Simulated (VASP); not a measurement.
The system is Ta.

```
Ta
1.0
    -1.65336    1.65336    1.65336
     1.65336   -1.65336    1.65336
     1.65336    1.65336   -1.65336
Ta
1
Direct
  0.00000 0.00000 0.00000
```

Base run:

* Program: VASP 6.6.1
* Functional: r2SCAN
* Potentials or basis: VASP PAW PBE potentials, release 64 (Ta_pv)
* Cutoff: 520 eV
* k mesh: 13 × 13 × 13
* Occupations: gaussian, width 0.3 eV
* Spin: no spin polarisation

Its results: band gap on the k mesh zero (an odd number of electrons rules out a gap without spin polarisation); pressure 0.7 GPa.

Q: After a change of settings the same cell gave: band gap on the k mesh zero (an odd number of electrons rules out a gap without spin polarisation); pressure 1.3 GPa. Which change was it?
A. occupations from gaussian, width 0.3 eV to fermi-dirac, width 0.6 eV
B. occupations from gaussian, width 0.3 eV to gaussian, width 0.6 eV
C. occupations from gaussian, width 0.3 eV to gaussian, width 1 eV; further incar settings from ALGO = Normal; EDIFF = 1e-06; NBANDS = 12 to ALGO = Normal; EDIFF = 1e-07; NBANDS = 12

A: B.

Caveats: so wide a smearing shifts energies and pressures; the PAW data sets were made with another functional, which shifts forces and pressure a little; spin-orbit coupling is left out, which moves the levels of the heavy elements.
